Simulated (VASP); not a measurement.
Crystal: Mg.

```
Mg
1.0
     3.20927    0.00000    0.00000
    -1.60464    2.77931    0.00000
     0.00000    0.00000    5.21033
Mg
2
Direct
  0.33333 0.66667 0.25000
  0.66667 0.33333 0.75000
```

- Program: VASP 6.6.1
- Task: relaxation of cell and atoms
- Functional: LDA
- Potentials or basis: VASP PAW LDA potentials, release 64 (Mg_sv)
- Cutoff: 750 eV
- k mesh: 11 × 11 × 6
- Occupations: fermi-dirac, width 0.1 eV
- Spin: no spin polarisation

At the start: pressure -3.1 GPa; volume 23.24 Å³/atom.

Q: Where does the relaxation end?

A: Over 3 steps the energy falls by 19.5 meV/atom and the volume is 21.38 Å³/atom (-8.0 %); space group P6_3/mmc (No. 194, to 0.1 Å) before and after.

The path:
```csv
step,energy change (eV),largest force (eV/Å),pressure (GPa),volume (Å³)
1,0.0000,0.0000,-3.13,46.47
2,-0.0373,0.0000,-0.75,43.49
3,-0.0391,0.0000,-0.02,42.75
```

Final structure:
```
Mg
1.0
     3.12088    0.00000    0.00000
    -1.56044    2.70276    0.00000
     0.00000    0.00000    5.06844
Mg
2
Direct
  0.33333 0.66667 0.25000
  0.66667 0.33333 0.75000
```
